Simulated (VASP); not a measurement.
WC:

```
CELL_PARAMETERS angstrom
0.00000 2.19268 2.19268
2.19268 0.00000 2.19268
2.19268 2.19268 0.00000
ATOMIC_POSITIONS crystal
W 0.00000 0.00000 0.00000
C 0.50000 0.50000 0.50000
```

| Quantity | Value |
| --- | --- |
| Program | VASP 6.6.1 |
| Task | relaxation of cell and atoms |
| Functional | PBEsol |
| Dispersion | D4 |
| Potentials or basis | VASP PAW PBE potentials, release 64 (W_sv, C) |
| Cutoff | 600 eV |
| k mesh | 10 × 10 × 10 |
| Occupations | fermi-dirac, width 0.05 eV |
| Spin | no spin polarisation |

At the start: pressure -13.2 GPa; volume 10.54 Å³/atom.

**Question.** Where does the relaxation end?

**Answer.** Over 4 steps the energy falls by 15.8 meV/atom and the volume is 10.18 Å³/atom (-3.5 %); space group Fm-3m (No. 225, to 0.05 Å).

The path:
| step | energy change (eV) | largest force (eV/Å) | pressure (GPa) | volume (Å³) |
| --- | --- | --- | --- | --- |
| 1 | 0.0000 | 0.0000 | -13.21 | 21.08 |
| 2 | 0.2041 | 0.0000 | 45.41 | 18.54 |
| 3 | -0.0315 | 0.0000 | -0.45 | 20.37 |
| 4 | -0.0316 | 0.0000 | -0.10 | 20.35 |

Final structure:
```xyz
2
Lattice="0.0000 2.1670 2.1670 2.1670 0.0000 2.1670 2.1670 2.1670 0.0000" Properties=species:S:1:pos:R:3 pbc="T T T"
W     2.1670    0.0000    2.1670
C     2.1670    2.1670    2.1670
```

Caveat: the PAW data sets were made with another functional, which shifts forces and pressure a little.
